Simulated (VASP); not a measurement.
Here is a VASP 6.6.1 calculation.

Contents of INCAR:

```
SYSTEM = PbF2
PREC = Accurate ; ENCUT = 520
EDIFF = 1E-6 ; ISMEAR = 0
SIGMA = 0.05 ; LREAL = .False.
LASPH = .True. ; NELM = 60
ALGO = Normal ; ISIF = 2
LWAVE = .False. ; LCHARG = .True.
GGA = CA ; LELF = .True.
LVHAR = .True. ; NBANDS = 21
```

The input KPOINTS:

```
regular mesh
0
Gamma
  8 8 8
  0 0 0
```

POSCAR

```
PbF2
1.0
    0.0000000000      2.9698500000      2.9698500000
    2.9698500000      0.0000000000      2.9698500000
    2.9698500000      2.9698500000      0.0000000000
Pb F
1 2
Direct
    0.0000000000      0.0000000000      0.0000000000
    0.2500000000      0.2500000000      0.2500000000
    0.7500000000      0.7500000000      0.7500000000
```

Potentials or basis: VASP PAW LDA potentials, release 64 (Pb_d, F).

Command:

```console
$ cat potpaw_LDA.64/Pb_d/POTCAR potpaw_LDA.64/F/POTCAR > POTCAR
$ mpirun -np 1 vasp_std > vasp.out
```

Problem. Predict the band gap on the k mesh.

Solution. 4.22 eV (least direct gap 4.38 eV).

Problem. What does it give for the pressure?

Solution. -4.9 GPa.

Caveat: the cell stands under tension; spin-orbit coupling is left out, which moves the levels of the heavy elements. A k mesh can miss the band edges.
